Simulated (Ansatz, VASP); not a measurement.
## Ga in VASP and in Ansatz

```
Ga
1.0
    -1.65082    1.65082    1.65082
     1.65082   -1.65082    1.65082
     1.65082    1.65082   -1.65082
Ga
1
Direct
  0.00000 0.00000 0.00000
```

Alike in both runs: functional PBEsol; k mesh 16 × 16 × 16; occupations fermi-dirac, width 0.1 eV; no spin polarisation.

Ansatz relaxed the structure, and its values are those at the end. VASP's run is a single point on that final structure, the one shown.

|  | VASP | Ansatz |
| --- | --- | --- |
| version | VASP 6.6.1 | Ansatz 0.2.0 |
| potentials or method | VASP PAW PBE potentials, release 64 (Ga_d) | PAW with Ansatz's default frozen-core files, scalar-relativistic |
| plane-wave cutoff (eV) | 520 | 420 |
| valence electrons in the cell | 13 | 13 |

|  | VASP | Ansatz | Ansatz less VASP |
| --- | --- | --- | --- |
| pressure (GPa) | 0.0 | 0.0 | -0.04 |

VASP's potentials were made for PBE, not for PBEsol.
